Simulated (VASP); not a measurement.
# W (R3m) in VASP: single point with PBEsol

Aim: the single point of W with PBEsol.

Program: VASP 6.6.1. These are calculated values, not measurements. Logs are shortened: lines on timing, memory, paths and dates and some standing lists are left out, and cuts for length are marked.

### Step 1. The cell of the first run

Symmetry: R3m, No. 160, trigonal system. Conventional cell: a = 5.742 Å, b = 5.742 Å, c = 14.064 Å, α = 90.00°, β = 90.00°, γ = 120.00°. Within 3.7 Å of W (site symmetry 3m) lie 12 W at 2.84 to 2.90 Å. Within 3.7 Å of W (site symmetry m) lie 12 W at 2.84 to 2.90 Å. W (site symmetry m) has 12 W at 2.87 Å within 3.8 Å. Within 3.8 Å of W (site symmetry 3m) lie 12 W at 2.87 Å.

### Step 2. Single point, PBEsol (atom 1 (W) moved -0.040 Å along Cartesian [1 1 1])

Contents of INCAR:

```
SYSTEM = W
PREC = Accurate
ENCUT = 520
EDIFF = 1E-6
ISMEAR = 0
SIGMA = 0.15
LREAL = .FALSE.
LASPH = .TRUE.
NELM = 60
ALGO = Fast
ISIF = 2
LWAVE = .FALSE.
LCHARG = .FALSE.
GGA = PS
NBANDS = 66
```

Contents of KPOINTS:

```
Automatic mesh
0
G
  10 10 10
  0 0 0
```

Contents of POSCAR:

```
W
1.0
    0.0000000000      4.0600000000      4.0600000000
    4.0600000000      0.0000000000      4.0600000000
    4.0600000000      4.0600000000      0.0000000000
W
8
Direct
   -0.0028440900     -0.0028440900     -0.0028440900
    0.0000000000      0.0000000000      0.5000000000
    0.0000000000      0.5000000000      0.0000000000
    0.0000000000      0.5000000000      0.5000000000
    0.5000000000      0.0000000000      0.0000000000
    0.5000000000      0.0000000000      0.5000000000
    0.5000000000      0.5000000000      0.0000000000
    0.5000000000      0.5000000000      0.5000000000
```

Potentials or basis: VASP PAW PBE potentials, release 64 (W_sv).

On the command line:

```sh
> cat potpaw_PBE.64/W_sv/POTCAR > POTCAR
> mpirun -np 1 vasp_std > vasp.out
```

OUTCAR:

```text
SYSTEM = W
   PREC = Accurate
   ENCUT = 520
   EDIFF = 1E-6
   ISMEAR = 0
   LREAL = .FALSE.
   LASPH = .TRUE.
   NELM = 60
   ISIF = 2
   GGA = PS

 ion  position               nearest neighbor table
   1  0.997  0.997  0.997-   3 2.84   5 2.84   2 2.84   7 2.87   4 2.87   6 2.87   6 2.87   7 2.87
                             4 2.87   2 2.90   5 2.90   3 2.90
   2  0.000  0.000  0.500-   1 2.84   4 2.87   6 2.87   3 2.87   5 2.87   3 2.87   4 2.87   8 2.87
                             5 2.87   6 2.87   8 2.87   1 2.90
   3  0.000  0.500  0.000-   1 2.84   4 2.87   7 2.87   2 2.87   4 2.87   8 2.87   2 2.87   5 2.87
                             5 2.87   7 2.87   8 2.87   1 2.90
   4  0.000  0.500  0.500-   2 2.87   3 2.87   8 2.87   3 2.87   7 2.87   2 2.87   6 2.87   6 2.87
                             7 2.87   8 2.87   1 2.87   1 2.87
   5  0.500  0.000  0.000-   1 2.84   6 2.87   7 2.87   2 2.87   6 2.87   8 2.87   3 2.87   7 2.87
                             8 2.87   2 2.87   3 2.87   1 2.90
   6  0.500  0.000  0.500-   2 2.87   5 2.87   8 2.87   5 2.87   7 2.87   4 2.87   7 2.87   8 2.87
                             2 2.87   4 2.87   1 2.87   1 2.87
   7  0.500  0.500  0.000-   3 2.87   5 2.87   8 2.87   4 2.87   6 2.87   8 2.87   5 2.87   6 2.87
                             3 2.87   4 2.87   1 2.87   1 2.87
   8  0.500  0.500  0.500-   4 2.87   6 2.87   7 2.87   3 2.87   5 2.87   7 2.87   2 2.87   5 2.87
                             6 2.87   2 2.87   3 2.87   4 2.87

  LATTYP: Found a face centered cubic cell.
 ALAT       =     8.1200000000

  Lattice vectors:

 A1 = (   0.0000000000,   4.0600000000,   4.0600000000)
 A2 = (   4.0600000000,   0.0000000000,   4.0600000000)
 A3 = (   4.0600000000,   4.0600000000,   0.0000000000)

Analysis of symmetry for initial positions (statically):
=====================================================================
 Subroutine PRICEL returns:
 Original cell was already a primitive cell.

 Routine SETGRP: Setting up the symmetry group for a
 face centered cubic supercell.

 Subroutine GETGRP returns: Found  6 space group operations
 (whereof  6 operations were pure point group operations)
 out of a pool of 48 trial point group operations.

The static configuration has the point symmetry C_3v.

Analysis of symmetry for dynamics (positions and initial velocities):
=====================================================================
 Subroutine PRICEL returns:
 Original cell was already a primitive cell.

 Routine SETGRP: Setting up the symmetry group for a
[... 120 lines left out ...]
   EDIFFG = 0.1E-04   stopping-criterion for IOM
   NSW    =      0    number of steps for IOM
   IBRION =     -1    ionic relax: 0-MD 1-quasi-New 2-CG
   NFREE  =      0    steps in history (QN), initial steepest desc. (CG)
   ISIF   =      2    stress and relaxation
   ISYM   =      2    0-nonsym 1-usesym 2-fastsym
   POTIM  = 0.5000    time-step for ionic-motion
   TEBEG  =    0.0;   TEEND  =   0.0 temperature during run
   PSTRESS=    0.0 pullay stress
   NELECT =     112.0000    total number of electrons
   NUPDOWN=      -1.0000    fix difference up-down
   EMIN   =  10.00;   EMAX   =-10.00  energy-range for DOS
   EFERMI =   0.00;   METHOD = LEGACY
   ISMEAR =     0;   SIGMA  =   0.15  broadening in eV -4-tet -1-fermi 0-gaus
   EFERMI_NEDOS =   21; number of points for ismear=-14 and -15
   IALGO  =     68    algorithm
   IMIX   =      4    mixing-type and parameters
     AMIX     =   0.40;   BMIX     =  1.00
     AMIX_MAG =   1.60;   BMIX_MAG =  1.00
  volume/ion in A,a.u.               =      16.73       112.91
  Fermi-wavevector in a.u.,A,eV,Ry     =   1.542688  2.915258 32.380324  2.379887
  Thomas-Fermi vector in A             =   2.648457
   LORBIT       =      0    0 simple, 1 ext, 2 COOP (PROOUT), +10 PAW based schemes
   GGA     = PS    functional components
   LHFCALC =     F    Hartree Fock is set to
   AEXX    =    0.0000 exact exchange contribution
   IVDW    =     0    specifies the selected vdW correction
   LEPSILON=     F    determine dielectric tensor
   LRPA    =     F    only Hartree local field effects (RPA)
 non-spin polarized calculation
 RMM-DIIS sequential band-by-band and
 Gauss-broadening in eV      SIGMA  =   0.15
  energy-cutoff  :      520.00
  volume of cell :      133.85
 maximum number of plane-waves:      3647
 NGX is ok and might be reduce to    48
   NGX = 21   NGY = 21   NGZ = 21

 number of electron     112.0000013 magnetization

 Free energy of the ion-electron system (eV)
  ---------------------------------------------------
  ext. energy  EPLUGINS =         0.00000000
  ---------------------------------------------------
  free energy    TOTEN  =      -106.29003385 eV

  energy without entropy =     -106.16184505  energy(sigma->0) =     -106.22593945

 E-fermi :  10.0529     XC(G=0): -13.4489

 val. band max:       10.0505150642   @ k =   0.2000   0.2000  -0.1000
 cond. band min:      10.0530430859   @ k =   0.3000   0.2000   0.0000
 fundamental gap:      0.0025280217
 Fermi energy:        10.0528935795

 k-point     1 :       0.0000    0.0000    0.0000
  band No.  band energies     occupation
      1     -63.6146      2.00000
      2     -63.5171      2.00000
      3     -63.5171      2.00000
      4     -63.5171      2.00000
      5     -63.5163      2.00000
      6     -63.4849      2.00000
[... 1645 lines left out ...]
     65      12.1476      0.00000
     66      12.3669      0.00000

 [... further k-points ...]
[... 5 lines left out ...]
  --------------------------------------------------------------------------------------
  -------------------------------------------------------------------------------------
  Total      -10.0803825    -10.0803825    -10.0803825     -0.0389060     -0.0389060     -0.0389060
  in kB     -120.6644945   -120.6644945   -120.6644945     -0.4657136     -0.4657136     -0.4657136
  external PRESSURE =    -120.6644945 kB  Pullay stress =       0.0000000 kB

 VOLUME and BASIS-vectors are now :
 -----------------------------------------------------------------------------
  energy-cutoff  :      520.00
  volume of cell :      133.85
      direct lattice vectors                 reciprocal lattice vectors
     0.000000000  4.060000000  4.060000000    -0.123152709  0.123152709  0.123152709
     4.060000000  0.000000000  4.060000000     0.123152709 -0.123152709  0.123152709
     4.060000000  4.060000000  0.000000000     0.123152709  0.123152709 -0.123152709

 POSITION                                       TOTAL-FORCE (eV/Angst)
 -----------------------------------------------------------------------------------
      8.09691      8.09691      8.09691         0.217740      0.217740      0.217740
      2.03000      2.03000      0.00000        -0.195706     -0.195706      0.046028
      2.03000      0.00000      2.03000        -0.195706      0.046028     -0.195706
      4.06000      2.03000      2.03000         0.045820      0.045118      0.045118
      0.00000      2.03000      2.03000         0.046028     -0.195706     -0.195706
      2.03000      4.06000      2.03000         0.045118      0.045820      0.045118
      2.03000      2.03000      4.06000         0.045118      0.045118      0.045820
      4.06000      4.06000      4.06000        -0.008411     -0.008411     -0.008411
 -----------------------------------------------------------------------------------
    total drift:                               -0.000003     -0.000003     -0.000003

  FREE ENERGIE OF THE ION-ELECTRON SYSTEM (eV)
  ---------------------------------------------------
  free  energy   TOTEN  =      -106.2900338483 eV

  energy  without entropy=     -106.1618450536  energy(sigma->0) =     -106.22593945
```

OSZICAR:

```text
N       E                     dE             d eps       ncg     rms          rms(c)
DAV:   1     0.158750108100E+04    0.15875E+04   -0.63407E+04 15352   0.199E+03
DAV:   2     0.348078892796E+01   -0.15840E+04   -0.15486E+04 15354   0.655E+02
DAV:   3    -0.106357049337E+03   -0.10984E+03   -0.10158E+03 17702   0.154E+02
DAV:   4    -0.111843340044E+03   -0.54863E+01   -0.51776E+01 18306   0.282E+01
DAV:   5    -0.112025904320E+03   -0.18256E+00   -0.18052E+00 18660   0.481E+00    0.537E+01
RMM:   6    -0.107379634637E+03    0.46463E+01   -0.63144E+00 15863   0.120E+01    0.211E+01
RMM:   7    -0.106277031856E+03    0.11026E+01   -0.51945E+00 16763   0.967E+00    0.224E+00
RMM:   8    -0.106282935514E+03   -0.59037E-02   -0.48351E-01 19435   0.231E+00    0.801E-01
RMM:   9    -0.106289059358E+03   -0.61238E-02   -0.10193E-01 19638   0.111E+00    0.353E-01
RMM:  10    -0.106290107256E+03   -0.10479E-02   -0.16408E-02 21468   0.477E-01    0.193E-01
RMM:  11    -0.106289923948E+03    0.18331E-03   -0.36689E-03 18292   0.254E-01    0.100E-01
RMM:  12    -0.106290014620E+03   -0.90672E-04   -0.10268E-03 22564   0.123E-01    0.199E-02
RMM:  13    -0.106290030752E+03   -0.16132E-04   -0.15548E-04 21688   0.497E-02    0.688E-03
RMM:  14    -0.106290032932E+03   -0.21800E-05   -0.34510E-05 19556   0.229E-02    0.138E-02
RMM:  15    -0.106290033848E+03   -0.91618E-06   -0.82461E-06 14690   0.111E-02
   1 F= -.10629003E+03 E0= -.10622594E+03  d E =-.128189E+00
```

stdout:

```text
POSCAR found type information on POSCAR W
 POSCAR found :  1 types and       8 ions
 scaLAPACK will be used
 -----------------------------------------------------------------------------
|                                                                             |
|                                                                             |
|     You enforced a specific xc type in the INCAR file but a different       |
|     I HOPE YOU KNOW WHAT YOU ARE DOING!                                     |
|                                                                             |
 -----------------------------------------------------------------------------

 LDA part: xc-table for (Slater+PW92), standard interpolation
 POSCAR, INCAR and KPOINTS ok, starting setup
 FFT: planning ... GRIDC
 FFT: planning ... GRID_SOFT
 FFT: planning ... GRID
 WAVECAR not read
 entering main loop
WARNING in EDDRMM: call to ZHEGV failed, returncode =   8  4     63
```

Run time: 38 min. Hardware: 1 thread of Oxide Virtual Turin-like, shared host; peak memory 0.75 GiB.

What came out:

```yaml
Free_energy: -106.2900 eV
Pressure: -12.1 GPa
Largest_force: 0.377 eV/Å
Band_gap_on_the_k_mesh: zero (bands 56 and 57 overlap by 0.79 eV)
```

Forces in eV/Å, atoms in the order of the input:
```
W    0.218  0.218  0.218
W   -0.196 -0.196  0.046
W   -0.196  0.046 -0.196
W    0.046  0.045  0.045
W    0.046 -0.196 -0.196
W    0.045  0.046  0.045
W    0.045  0.045  0.046
W   -0.008 -0.008 -0.008
```

Caveat: the cell differs from its parent crystal (atom 1 (W) moved -0.040 Å along Cartesian [1 1 1]); the cell stands under tension; the PAW data sets were made with another functional, which shifts forces and pressure a little; spin-orbit coupling is left out, which moves the levels of the heavy elements.
